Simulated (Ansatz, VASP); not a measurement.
# H2CO in VASP and in Ansatz

```
CELL_PARAMETERS angstrom
7.87299 0.00000 0.00000
0.00000 7.87299 0.00000
0.00000 0.00000 7.87299
ATOMIC_POSITIONS crystal
O 0.89026 0.94353 0.70329
O 0.98259 0.99470 0.11413
O 0.19653 0.58440 0.47977
O 0.75829 0.31828 0.56600
O 0.33185 0.17132 0.83459
O 0.47973 0.81906 0.22520
O 0.99475 0.44294 0.07037
O 0.52186 0.28066 0.22524
C 0.78184 0.99242 0.80138
C 0.12893 0.04401 0.10452
C 0.15384 0.73238 0.46612
C 0.86872 0.27317 0.46706
C 0.27455 0.29124 0.75583
C 0.50233 0.68611 0.14974
C 0.95048 0.57641 0.00794
C 0.45022 0.21507 0.34490
H 0.74673 0.12872 0.81314
H 0.71262 0.90241 0.88633
H 0.16394 0.17786 0.13326
H 0.23550 0.95966 0.06705
H 0.24952 0.83272 0.43598
H 0.01850 0.77241 0.47675
H 0.99091 0.34508 0.45676
H 0.85233 0.16201 0.37974
H 0.13880 0.33054 0.76666
H 0.35290 0.36877 0.66658
H 0.47448 0.67598 0.01060
H 0.54640 0.56754 0.21261
H 0.96591 0.70063 0.07436
H 0.89045 0.58222 0.87945
H 0.50947 0.11502 0.42643
H 0.31899 0.25463 0.38224
```

Alike in both runs: functional PBE; dispersion D3(BJ); k mesh 1 × 1 × 1; occupations fermi-dirac, width 0.02 eV; no spin polarisation.

Ansatz relaxed the structure, and its values are those at the end. VASP's run is a single point on that final structure, the one shown.

|  | VASP | Ansatz |
| --- | --- | --- |
| version | VASP 6.6.1 | Ansatz 0.2.0 |
| potentials or method | VASP PAW PBE potentials, release 64 (O_h, C_h, H_h), cutoff 910 eV | scalar-relativistic, plane waves, PAW |
| valence electrons in the cell | 96 | 96 |

|  | VASP | Ansatz | Ansatz less VASP |
| --- | --- | --- | --- |
| rms of the force components (eV/Å) | 0.103 | 0.107 | +0.0038 |

Noted on VASP's run: the cutoff is short for stress, so the pressure is rough.
